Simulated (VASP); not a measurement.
Write the native input for VASP 6.6.1 that does the following.

| Property | Result |
| --- | --- |
| Task | single point |
| Functional | PBE |
| Potentials or basis | VASP PAW PBE potentials, release 64 (Na_pv, Cl) |
| Cutoff | 520 eV |
| k mesh | 8 × 8 × 8 |
| Occupations | gaussian, width 0.05 eV |
| Spin | no spin polarisation |
| Dipole correction | no |
| Further INCAR settings | ALGO = Normal; EDIFF = 1e-07; NBANDS = 14 |

The structure of NaCl lies in POSCAR:

```
NaCl
1.0
    0.0000000000      2.9450200000      3.0582900000
    2.9450200000      0.0000000000      3.0582900000
    2.9450200000      2.9450200000      0.0000000000
Na Cl
1 1
Direct
    0.0000000000      0.0000000000      0.0000000000
    0.5000000000      0.5000000000      0.5000000000
```

This cell differs from its parent crystal: strain +0.040 along x and y, +0.080 along z.

One way to write it, as run:

INCAR

```
PREC = Accurate ; ENCUT = 520
EDIFF = 1E-7 ; ISMEAR = 0
SIGMA = 0.05 ; LREAL = False
LASPH = True ; NELM = 100
ALGO = Normal ; ISIF = 2
LWAVE = False ; LCHARG = False
GGA = PE ; NBANDS = 14
```

KPOINTS

```
Automatic mesh
0
Gamma
  8 8 8
```

Potentials or basis: VASP PAW PBE potentials, release 64 (Na_pv, Cl).

Run with:

```sh
$ cat potpaw_PBE.64/Na_pv/POTCAR potpaw_PBE.64/Cl/POTCAR > POTCAR
$ mpirun -np 1 vasp_std > vasp.out
```

Results of the run:

```json
{"Pressure": "-2.4 GPa", "Band gap on the k mesh": "4.51 eV"}
```

Caveat: the cell differs from its parent crystal (strain +0.040 along x and y, +0.080 along z).

Wall time 33 s on 1 thread of Intel(R) Xeon(R) Platinum 8375C CPU @ 2.90GHz (Ice Lake), on a shared host, peak memory 0.19 GiB.
